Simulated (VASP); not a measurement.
Input of a VASP 6.6.1 run:

Contents of INCAR:

```
PREC = Accurate
ENCUT = 520
EDIFF = 1E-7
ISMEAR = -1
SIGMA = 0.05
LREAL = False
LASPH = True
NELM = 150
ALGO = Normal
ISIF = 2
LWAVE = False
LCHARG = False
ISPIN = 2
MAGMOM = 4.5 -4.5 0 0
LORBIT = 11
LMAXMIX = 4
LDAU = True
LDAUTYPE = 2
LDAUL = 2 -1
LDAUU = 4 0
LDAUJ = 0 0
LDAUPRINT = 1
GGA = PE
NBANDS = 31
```

KPOINTS

```
Automatic mesh
0
Gamma
  8 8 5
```

Contents of POSCAR:

```
MnS
1.0
    3.9760000000      0.0000000000      0.0000000000
   -1.9880000000      3.4433170100      0.0000000000
    0.0000000000      0.0000000000      6.4320000000
Mn S
2 2
Direct
    0.3333333300      0.6666666700      0.0000000000
    0.6666666700      0.3333333300      0.5000000000
    0.3333333300      0.6666666700      0.3850000000
    0.6666666700      0.3333333300      0.8850000000
```

Potentials or basis: VASP PAW PBE potentials, release 64 (Mn_pv, S).

Command:

```bash
$ cat potpaw_PBE.64/Mn_pv/POTCAR potpaw_PBE.64/S/POTCAR > POTCAR
$ mpirun -np 1 vasp_std > vasp.out
```

Predict the net moment.

0.00 μB per cell.

What does it give for the band gap on the k mesh?

2.30 eV.

Stress tensor (GPa, compression positive):
```
5.21 0.00 0.00
0.00 5.21 0.00
0.00 0.00 1.37
```

Caveat: the cell stands under pressure; the antiferromagnetic order is the one typed at the start, and another may lie lower. The state reached can hang on the start; a lower one may exist.
